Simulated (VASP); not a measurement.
Zr8N: single point with PBE+D3(BJ)

The system is Zr8N, a slab with vacuum.

```
CELL_PARAMETERS angstrom
6.36642 0.00000 0.00000
-3.18321 5.51349 0.00000
0.00000 0.00000 26.33879
ATOMIC_POSITIONS crystal
Zr 0.33333 0.16667 0.15187
Zr 0.33333 0.66667 0.15187
Zr 0.83333 0.16667 0.15187
Zr 0.83333 0.66667 0.15187
Zr 0.16667 0.33333 0.24897
Zr 0.16667 0.83333 0.24897
Zr 0.66667 0.33333 0.24897
Zr 0.66667 0.83333 0.24897
Zr 0.33333 0.16667 0.34871
Zr 0.33333 0.66667 0.34871
Zr 0.83333 0.16667 0.34871
Zr 0.83333 0.66667 0.34871
Zr 0.16667 0.33333 0.44189
Zr 0.16667 0.83333 0.44189
Zr 0.66667 0.33333 0.44189
Zr 0.66667 0.83333 0.44189
N 0.16667 0.33333 0.57857
N 0.16667 0.33333 0.62033
```

| Property | Result |
| --- | --- |
| Program | VASP 6.6.1 |
| Task | single point |
| Functional | PBE |
| Dispersion | D3(BJ) |
| Potentials or basis | VASP PAW PBE potentials, release 64 (Zr_sv, N) |
| Cutoff | 520 eV |
| k mesh | 6 × 6 × 1 |
| Occupations | gaussian, width 0.1 eV |
| Spin | no spin polarisation |

| Item | Value |
| --- | --- |
| Largest force | 2.345 eV/Å |
| Band gap on the k mesh | zero (bands 101 and 102 overlap by 1.13 eV) |
| Dispersion energy per atom | -0.370 eV |

Forces on the atoms (eV/Å):
```
Zr   0.005 -0.003  0.399
Zr   0.000  0.005  0.399
Zr  -0.005 -0.003  0.399
Zr   0.000  0.000  0.401
Zr   0.000  0.000 -0.450
Zr   0.000  0.000 -0.427
Zr   0.000  0.000 -0.427
Zr   0.000  0.000 -0.427
Zr  -0.003  0.002  0.058
Zr   0.000 -0.004  0.058
Zr   0.003  0.002  0.058
Zr   0.000  0.000  0.045
Zr   0.000  0.000  0.188
Zr   0.007  0.004 -0.055
Zr   0.000 -0.008 -0.055
Zr  -0.007  0.004 -0.055
N    0.000  0.000 -2.345
N    0.000  0.000  2.241
```

Levels at points of the mesh, in eV from the Fermi level:
```
           k point  band 96  band 97  band 98  band 99  band 100  band 101  band 102  band 103
(0.00, 0.00, 0.00)     0.04     0.04     0.05     0.08      0.55      0.67      0.81      0.81
(0.50, 0.00, 0.00)    -0.63    -0.61    -0.36    -0.34     -0.29     -0.29     -0.18     -0.16
```

Wall time 38 min on 1 thread of Intel(R) Xeon(R) Platinum 8488C (Sapphire Rapids), with other jobs on the host, peak memory 1.1 GiB.

Caveat: the standard files for N, O and F lose accuracy on very short bonds.
